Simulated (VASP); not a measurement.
# SiNi (rocksalt type) (Fm-3m) in VASP: further runs

Runs on SiNi (rocksalt type). Level: PBE. Tasks: relaxation of cell and atoms.

All numbers are computed with VASP 6.6.1; they aren't measurements. Logs are shortened: lines on timing, memory, paths and dates and some standing lists are left out, and cuts for length are marked.

## 1. The cell of the first run

Symmetry: Fm-3m, No. 225, cubic system. Conventional cell: a = 4.042 Å, b = 4.042 Å, c = 4.042 Å, α = 90.00°, β = 90.00°, γ = 90.00°. Within 2.7 Å of Ni (site symmetry m-3m) lie 6 Si at 2.02 Å. Within 2.7 Å of Si (site symmetry m-3m) lie 6 Ni at 2.02 Å.

## 2. Relaxation of cell and atoms, PBE, target pressure 190 GPa, at which the enthalpy is minimised

INCAR

```
PREC = Accurate ; ENCUT = 600
EDIFF = 1E-6 ; ISMEAR = -1
SIGMA = 0.1 ; LREAL = False
LASPH = True ; NELM = 60
ALGO = Normal ; ISIF = 3
LWAVE = False ; LCHARG = False
GGA = PE ; IBRION = 2
NSW = 60 ; EDIFFG = -0.005
PSTRESS = 1900.0
```

KPOINTS

```
Automatic mesh
0
Gamma
  17 17 17
```

POSCAR

```
SiNi
1.0
    0.0000000000      2.0211716289      2.0211716289
    2.0211716289      0.0000000000      2.0211716289
    2.0211716289      2.0211716289      0.0000000000
Ni Si
1 1
Direct
    0.0000000000      0.0000000000      0.0000000000
    0.5000000000      0.5000000000      0.5000000000
```

Potentials or basis: VASP PAW PBE potentials, release 64 (Ni, Si).

Launch:

```sh
> cat potpaw_PBE.64/Ni/POTCAR potpaw_PBE.64/Si/POTCAR > POTCAR
> mpirun -np 1 vasp_std > vasp.out
```

OUTCAR:

```text
PREC = Accurate
   ENCUT = 600
   EDIFF = 1E-6
   ISMEAR = -1
   LREAL = False
   LASPH = True
   NELM = 60
   ISIF = 3
   GGA = PE
   IBRION = 2
   NSW = 60
   EDIFFG = -0.005
   PSTRESS = 1900.0

 ion  position               nearest neighbor table
   1  0.000  0.000  0.000-   2 2.02   2 2.02   2 2.02   2 2.02   2 2.02   2 2.02
   2  0.500  0.500  0.500-   1 2.02   1 2.02   1 2.02   1 2.02   1 2.02   1 2.02

  LATTYP: Found a face centered cubic cell.
 ALAT       =     4.0423432578

  Lattice vectors:

 A1 = (   0.0000000000,   2.0211716289,   2.0211716289)
 A2 = (   2.0211716289,   0.0000000000,   2.0211716289)
 A3 = (   2.0211716289,   2.0211716289,   0.0000000000)

Analysis of symmetry for initial positions (statically):
=====================================================================
 Subroutine PRICEL returns:
 Original cell was already a primitive cell.

 Routine SETGRP: Setting up the symmetry group for a
 face centered cubic supercell.

 Subroutine GETGRP returns: Found 48 space group operations
 (whereof 48 operations were pure point group operations)
 out of a pool of 48 trial point group operations.

The static configuration has the point symmetry O_h .

Analysis of symmetry for dynamics (positions and initial velocities):
=====================================================================
 Subroutine PRICEL returns:
 Original cell was already a primitive cell.

 Routine SETGRP: Setting up the symmetry group for a
 face centered cubic supercell.

 Subroutine GETGRP returns: Found 48 space group operations
 (whereof 48 operations were pure point group operations)
 out of a pool of 48 trial point group operations.

The dynamic configuration has the point symmetry O_h .

 Subroutine INISYM returns: Found 48 space group operations
 (whereof 48 operations are pure point group operations),
 and found     1 'primitive' translations

----------------------------------------------------------------------------------------

                                     Primitive cell

  volume of cell :      16.5135

  direct lattice vectors                    reciprocal lattice vectors
     0.000000000  2.021171629  2.021171629    -0.247381268  0.247381268  0.247381268
     2.021171629  0.000000000  2.021171629     0.247381268 -0.247381268  0.247381268
     2.021171629  2.021171629  0.000000000     0.247381268  0.247381268 -0.247381268
[... 98 lines left out ...]
   EFERMI =   0.00;   METHOD = LEGACY
   ISMEAR =    -1;   SIGMA  =   0.10  broadening in eV -4-tet -1-fermi 0-gaus
   EFERMI_NEDOS =   21; number of points for ismear=-14 and -15
   IALGO  =     38    algorithm
   IMIX   =      4    mixing-type and parameters
     AMIX     =   0.40;   BMIX     =  1.00
     AMIX_MAG =   1.60;   BMIX_MAG =  1.00
  volume/ion in A,a.u.               =       8.26        55.72
  Fermi-wavevector in a.u.,A,eV,Ry     =   1.549427  2.927992 32.663813  2.400723
  Thomas-Fermi vector in A             =   2.654235
   LORBIT       =      0    0 simple, 1 ext, 2 COOP (PROOUT), +10 PAW based schemes
   GGA     = PE    functional components
   LHFCALC =     F    Hartree Fock is set to
   AEXX    =    0.0000 exact exchange contribution
   IVDW    =     0    specifies the selected vdW correction
   LEPSILON=     F    determine dielectric tensor
   LRPA    =     F    only Hartree local field effects (RPA)
 conjugate gradient relaxation of ions
 non-spin polarized calculation
  energy-cutoff  :      600.00
  volume of cell :       16.51
 maximum number of plane-waves:       562
   NGX = 11   NGY = 11   NGZ = 11

--------------------------------------- Ionic step        1  -------------------------------------------

 number of electron      14.0000006 magnetization

 Free energy of the ion-electron system (eV)
  ---------------------------------------------------
  ext. energy  EPLUGINS =         0.00000000
  ---------------------------------------------------
  free energy    TOTEN  =        -6.91247812 eV

  energy without entropy =       -6.88705185  energy(sigma->0) =       -6.89976499

------------------------ aborting loop because EDIFF is reached ----------------------------------------

  FORCE on cell =-STRESS in cart. coord.  units (eV):
  Direction    XX          YY          ZZ          XY          YZ          ZX
  --------------------------------------------------------------------------------------
  -------------------------------------------------------------------------------------
  Total       19.8610838     19.8610838     19.8610838     -0.0000000      0.0000000     -0.0000000
  in kB     1926.9655535   1926.9655535   1926.9655535     -0.0000000      0.0000000     -0.0000000
  external PRESSURE =      26.9655535 kB  Pullay stress =    1900.0000000 kB
[... 63 lines left out ...]
--------------------------------------- Ionic step        3  -------------------------------------------

 number of electron      14.0000005 magnetization

 Free energy of the ion-electron system (eV)
  ---------------------------------------------------
  ext. energy  EPLUGINS =         0.00000000
  ---------------------------------------------------
  free energy    TOTEN  =        -6.97878106 eV

  energy without entropy =       -6.95326660  energy(sigma->0) =       -6.96602383

 E-fermi :  17.1218     XC(G=0): -14.1965

 val. band max:       17.0973882416   @ k =  -0.4118   0.2941   0.0000
 cond. band min:      17.1706783508   @ k =  -0.3529   0.4706   0.1765
 fundamental gap:      0.0732901092
 Fermi energy:        17.1218257318

 k-point     1 :       0.0000    0.0000    0.0000
  band No.  band energies     occupation
      1       0.4854      2.00000
      2      11.8902      2.00000
      3      11.8902      2.00000
      4      11.8902      2.00000
      5      12.1385      2.00000
      6      12.1385      2.00000
      7      23.5713      0.00000
      8      23.5713      0.00000
      9      23.5713      0.00000
     10      28.9833      0.00000
     11      28.9833      0.00000
[... 309 lines left out ...]
 k-point    24 :      -0.1176    0.0588    0.0000
  band No.  band energies     occupation
      1       1.0969      2.00000
      2      11.5121      2.00000
      3      11.7979      2.00000
      4      11.8517      2.00000
      5      12.1247      2.00000
      6      12.3284      2.00000
      7      21.3435      0.00000
      8      22.6256      0.00000
      9      24.3889      0.00000
     10      27.2977      0.00000
     11      29.1773      0.00000

 [... further k-points ...]

------------------------ aborting loop because EDIFF is reached ----------------------------------------

  FORCE on cell =-STRESS in cart. coord.  units (eV):
  Direction    XX          YY          ZZ          XY          YZ          ZX
  --------------------------------------------------------------------------------------
  -------------------------------------------------------------------------------------
  Total       19.6498916     19.6498916     19.6498916     -0.0000000      0.0000000      0.0000000
  in kB     1900.0877749   1900.0877749   1900.0877749     -0.0000000      0.0000000      0.0000000
  external PRESSURE =       0.0877749 kB  Pullay stress =    1900.0000000 kB
[... 21 lines left out ...]
  energy  without entropy=       -6.9532666016  energy(sigma->0) =       -6.96602383

  enthalpy is  TOTEN    =        12.6702028506 eV   P V=       19.6489839090

 reached required accuracy - stopping structural energy minimisation
```

OSZICAR:

```text
N       E                     dE             d eps       ncg     rms          rms(c)
DAV:   1     0.613143868438E+02    0.61314E+02   -0.74801E+03  3705   0.179E+03
[... 23 lines left out ...]
       N       E                     dE             d eps       ncg     rms          rms(c)
DAV:   1    -0.702987835393E+01    0.26798E+00   -0.61403E-01  4036   0.180E+01    0.214E+00
DAV:   2    -0.702441589029E+01    0.54625E-02   -0.75215E-01  4098   0.206E+01    0.149E+00
DAV:   3    -0.698067720106E+01    0.43739E-01   -0.21933E-01  4062   0.112E+01    0.390E-01
DAV:   4    -0.697879883273E+01    0.18784E-02   -0.35526E-03  4002   0.774E-01    0.791E-02
DAV:   5    -0.697877753593E+01    0.21297E-04   -0.21490E-04  4918   0.270E-01    0.413E-02
DAV:   6    -0.697878141682E+01   -0.38809E-05   -0.14341E-05  5221   0.561E-02    0.702E-03
DAV:   7    -0.697878105837E+01    0.35845E-06   -0.10549E-06  2484   0.206E-02
   3 F= 0.12670203E+02 E0= 0.12682960E+02  d E =-.471012E-03
```

It took 64 s on 1 thread of Intel Xeon 8259CL, shared host; peak memory 0.17 GiB.

Results:

```yaml
Free_energy: -6.9788 eV
Relaxed_volume: 8.28 Å³/atom
Relaxed_cell: a = 2.862 Å, b = 2.862 Å, c = 2.862 Å, α = 60.00°, β = 60.00°, γ = 60.00°
Space_group_after_relaxing_to_0.1_Å: Fm-3m (No. 225)
Energy_change_on_relaxing_the_run_minimises_the_enthalpy: -33.2 meV/atom
Ionic_steps: 3
Pressure_after_relaxing: 190.0 GPa
Band_gap_on_the_k_mesh: zero (bands 7 and 8 overlap by 8.18 eV)
```

Step by step:
```csv
step,energy change (eV),largest force (eV/Å),pressure (GPa),volume (Å³)
1,0.0000,0.0000,192.70,16.51
2,-0.3854,0.0000,176.86,16.85
3,-0.0663,0.0000,190.01,16.57
```

Final structure:
```
Ni Si
1.0
     0.00000    2.02343    2.02343
     2.02343    0.00000    2.02343
     2.02343    2.02343    0.00000
Ni Si
1 1
Cartesian
  0.0000 0.0000 0.0000
  2.0234 2.0234 2.0234
```

Caveat: the cell is relaxed towards a set pressure, so the run minimises the enthalpy, not the energy. Spin polarisation is off, so any magnetic state and its effect on volume and gap are missing.

## 3. Relaxation of cell and atoms, PBE, target pressure 190 GPa, at which the enthalpy is minimised

This run uses another cell than the first one, of 8.28 Å³/atom.

INCAR

```
  PREC = Accurate
  ENCUT = 600
  EDIFF = 1E-6
  ISMEAR = -1
  SIGMA = 0.1
  LREAL = False
  LASPH = True
  NELM = 60
  ALGO = Normal
  ISIF = 3
  LWAVE = False
  LCHARG = False
  GGA = PE
  IBRION = 2
  NSW = 32
  EDIFFG = -0.005
  PSTRESS = 1900.0
```

KPOINTS is that of step 2.

POSCAR

```
SiNi
1.0
    0.0000000000      2.0231768363      2.0231768363
    2.0231768363      0.0000000000      2.0231768363
    2.0231768363      2.0231768363      0.0000000000
Ni Si
1 1
Direct
    0.0000000000      0.0000000000      0.0000000000
    0.5000000000      0.5000000000      0.5000000000
```

Potentials or basis: VASP PAW PBE potentials, release 64 (Ni, Si).

Launch:

```sh
> cat potpaw_PBE.64/Ni/POTCAR potpaw_PBE.64/Si/POTCAR > POTCAR
> mpirun -np 1 vasp_std > vasp.out
```

OUTCAR:

```text
PREC = Accurate
   ENCUT = 600
   EDIFF = 1E-6
   ISMEAR = -1
   LREAL = False
   LASPH = True
   NELM = 60
   ISIF = 3
   GGA = PE
   IBRION = 2
   NSW = 32
   EDIFFG = -0.005
   PSTRESS = 1900.0

 ion  position               nearest neighbor table
   1  0.000  0.000  0.000-   2 2.02   2 2.02   2 2.02   2 2.02   2 2.02   2 2.02
   2  0.500  0.500  0.500-   1 2.02   1 2.02   1 2.02   1 2.02   1 2.02   1 2.02

  LATTYP: Found a face centered cubic cell.
 ALAT       =     4.0463536726

  Lattice vectors:

 A1 = (   0.0000000000,   2.0231768363,   2.0231768363)
 A2 = (   2.0231768363,   0.0000000000,   2.0231768363)
 A3 = (   2.0231768363,   2.0231768363,   0.0000000000)

Analysis of symmetry for initial positions (statically):
=====================================================================
 Subroutine PRICEL returns:
 Original cell was already a primitive cell.

 Routine SETGRP: Setting up the symmetry group for a
 face centered cubic supercell.

 Subroutine GETGRP returns: Found 48 space group operations
 (whereof 48 operations were pure point group operations)
 out of a pool of 48 trial point group operations.

The static configuration has the point symmetry O_h .

Analysis of symmetry for dynamics (positions and initial velocities):
[... 168 lines left out ...]
  in kB     1902.7288833   1902.7288833   1902.7288833     -0.0000000      0.0000000      0.0000000
  external PRESSURE =       2.7288833 kB  Pullay stress =    1900.0000000 kB
[... 63 lines left out ...]
--------------------------------------- Ionic step        3  -------------------------------------------

 number of electron      14.0000005 magnetization

 Free energy of the ion-electron system (eV)
  ---------------------------------------------------
  ext. energy  EPLUGINS =         0.00000000
  ---------------------------------------------------
  free energy    TOTEN  =        -6.97791474 eV

  energy without entropy =       -6.95240072  energy(sigma->0) =       -6.96515773

 E-fermi :  17.1228     XC(G=0): -14.1968

 val. band max:       17.0983859151   @ k =  -0.4118   0.2941   0.0000
 cond. band min:      17.1717512561   @ k =  -0.3529   0.4706   0.1765
 fundamental gap:      0.0733653410
 Fermi energy:        17.1227925752

 k-point     1 :       0.0000    0.0000    0.0000
  band No.  band energies     occupation
      1       0.4857      2.00000
      2      11.8911      2.00000
      3      11.8911      2.00000
      4      11.8911      2.00000
      5      12.1393      2.00000
      6      12.1393      2.00000
      7      23.5724      0.00000
      8      23.5724      0.00000
      9      23.5724      0.00000
     10      28.9844      0.00000
     11      28.9844      0.00000
[... 309 lines left out ...]
 k-point    24 :      -0.1176    0.0588    0.0000
  band No.  band energies     occupation
      1       1.0972      2.00000
      2      11.5129      2.00000
      3      11.7987      2.00000
      4      11.8526      2.00000
      5      12.1255      2.00000
      6      12.3293      2.00000
      7      21.3446      0.00000
      8      22.6266      0.00000
      9      24.3900      0.00000
     10      27.2987      0.00000
     11      29.1785      0.00000

 [... further k-points ...]

------------------------ aborting loop because EDIFF is reached ----------------------------------------

  FORCE on cell =-STRESS in cart. coord.  units (eV):
  Direction    XX          YY          ZZ          XY          YZ          ZX
  --------------------------------------------------------------------------------------
  -------------------------------------------------------------------------------------
  Total       19.6517119     19.6517119     19.6517119     -0.0000000     -0.0000000     -0.0000000
  in kB     1900.3508163   1900.3508163   1900.3508163     -0.0000000     -0.0000000     -0.0000000
  external PRESSURE =       0.3508163 kB  Pullay stress =    1900.0000000 kB
[... 21 lines left out ...]
  energy  without entropy=       -6.9524007188  energy(sigma->0) =       -6.96515773

  enthalpy is  TOTEN    =        12.6701692960 eV   P V=       19.6480840410

 reached required accuracy - stopping structural energy minimisation
```

Wall time 54 s (1 thread of Intel Xeon 8259CL, shared host); peak memory 0.17 GiB.

What came out:

```
Free energy                                                : -6.9779 eV
Relaxed volume                                             : 8.28 Å³/atom
Relaxed cell                                               : a = 2.862 Å, b = 2.862 Å, c = 2.862 Å, α = 60.00°, β = 60.00°, γ = 60.00°
Space group after relaxing (to 0.1 Å)                      : Fm-3m (No. 225)
Energy change on relaxing (the run minimises the enthalpy) : -3.3 meV/atom
Ionic steps                                                : 3
Pressure after relaxing                                    : 190.0 GPa
Band gap on the k mesh                                     : zero (bands 7 and 8 overlap by 8.18 eV)
```

Step by step:
```
step  energy change (eV)  largest force (eV/Å)  pressure (GPa)  volume (Å³)
   1              0.0000                0.0000          190.27        16.56
   2             -0.0400                0.0000          188.73        16.60
   3             -0.0066                0.0000          190.04        16.57
```

Final structure:
```xyz
2
Lattice="0.0000 2.0234 2.0234 2.0234 0.0000 2.0234 2.0234 2.0234 0.0000" Properties=species:S:1:pos:R:3 pbc="T T T"
Ni    0.0000    0.0000    0.0000
Si    2.0234    2.0234    2.0234
```

Levels at points of the mesh, in eV from the Fermi level:
| k point | band 4 | band 5 | band 6 | band 7 | band 8 | band 9 | band 10 | band 11 |
| --- | --- | --- | --- | --- | --- | --- | --- | --- |
| (0.00, 0.00, 0.00) | -5.23 | -4.98 | -4.98 | 6.45 | 6.45 | 6.45 | 11.86 | 11.86 |

Caveat: the cell is relaxed towards a set pressure, so the run minimises the enthalpy, not the energy.

## 4. Relaxation of cell and atoms, PBE

This run uses another cell than the first one, of 12.21 Å³/atom.

INCAR

```
SYSTEM = SiNi
ALGO     = Normal         ! electronic algorithm
EDIFF    = 1E-6           ! SCF threshold, eV
EDIFFG   = -0.005         ! ionic threshold
ENCUT    = 600            ! plane-wave cutoff, eV
GGA      = PE             ! functional
IBRION   = 2              ! ionic algorithm
ISIF     = 3              ! what is computed and relaxed
ISMEAR   = -1             ! smearing method
LASPH    = .TRUE.         ! aspherical terms in the spheres
LCHARG   = .FALSE.        ! write CHGCAR
LREAL    = .FALSE.        ! projectors in reciprocal space
LWAVE    = .FALSE.        ! write WAVECAR
NELM     = 80             ! most SCF steps
NSW      = 60             ! ionic steps
PREC     = Accurate       ! precision mode
SIGMA    = 0.1            ! smearing width, eV
```

KPOINTS

```
k-points
0
G
  15 15 15
  0 0 0
```

POSCAR

```
SiNi
1.0
    0.0000000000      2.3024851496      2.3024851496
    2.3024851496      0.0000000000      2.3024851496
    2.3024851496      2.3024851496      0.0000000000
Ni Si
1 1
Direct
    0.0000000000      0.0000000000      0.0000000000
    0.5000000000      0.5000000000      0.5000000000
```

Launch:

```sh
> cat potpaw_PBE.64/Ni/POTCAR potpaw_PBE.64/Si/POTCAR > POTCAR
> mpirun -np 1 vasp_std > vasp.out
```

Wall time 2.9 min (1 thread of Intel Xeon 8259CL, shared host); peak memory 0.2 GiB.

The run converged. Its results:

```yaml
Free_energy: -10.8861 eV
Relaxed_volume: 13.31 Å³/atom
Relaxed_cell: a = 3.351 Å, b = 3.351 Å, c = 3.351 Å, α = 60.00°, β = 60.00°, γ = 60.00°
Space_group_after_relaxing_to_0.1_Å: Fm-3m (No. 225)
Energy_gained_by_relaxing: 47.8 meV/atom
Ionic_steps: 5
Pressure_after_relaxing: 0.0 GPa
Band_gap_on_the_k_mesh: zero (bands 7 and 8 overlap by 4.82 eV)
```

Step by step:
```csv
step,energy change (eV),largest force (eV/Å),pressure (GPa),volume (Å³)
1,0.0000,0.0000,14.87,24.41
2,-0.0390,0.0000,-8.54,28.64
3,-0.0957,0.0000,-0.07,26.66
4,-0.0957,0.0000,0.13,26.62
5,-0.0957,0.0000,-0.03,26.62
```

Final structure:
```yaml
crystal:
  lattice:
    - [0.00000, 2.36980, 2.36980]
    - [2.36980, 0.00000, 2.36980]
    - [2.36980, 2.36980, 0.00000]
  atoms:
    - { symbol: Ni, position: [0.00000, 0.00000, 0.00000] }
    - { symbol: Si, position: [0.50000, 0.50000, 0.50000] }
```

Levels at points of the mesh, in eV from the Fermi level:
```
           k point  band 3  band 4  band 5  band 6  band 7  band 8  band 9  band 10  band 11
(0.00, 0.00, 0.00)   -2.45   -2.45   -2.43   -2.43    4.03    4.03    4.03    10.09    10.09
```

Spin polarisation is off, so any magnetic state and its effect on volume and gap are missing.

## 5. Overview

| cell | k mesh | gap on the mesh (eV) | pressure (GPa) |
| --- | --- | --- | --- |
| relaxed to 190 GPa from a = 2.858 Å, angles 60.0°, 2 atoms | 17 × 17 × 17 | none | 190.0 |
| relaxed to 190 GPa from a = 2.861 Å, angles 60.0°, 2 atoms | 17 × 17 × 17 | none | 190.0 |
| relaxed from a = 3.256 Å, angles 60.0°, 2 atoms | 15 × 15 × 15 | none | 0.0 |

Alike in all rows: task relaxation of cell and atoms; level PBE; potentials or basis VASP PAW PBE potentials, release 64 (Ni, Si); no spin polarisation; cutoff (eV) 600; smearing fermi-dirac 0.1 eV.

Caveats: the cell is relaxed towards a set pressure, so the run minimises the enthalpy, not the energy (at least some runs).

Absolute energies hang on the potentials; compare differences alone.
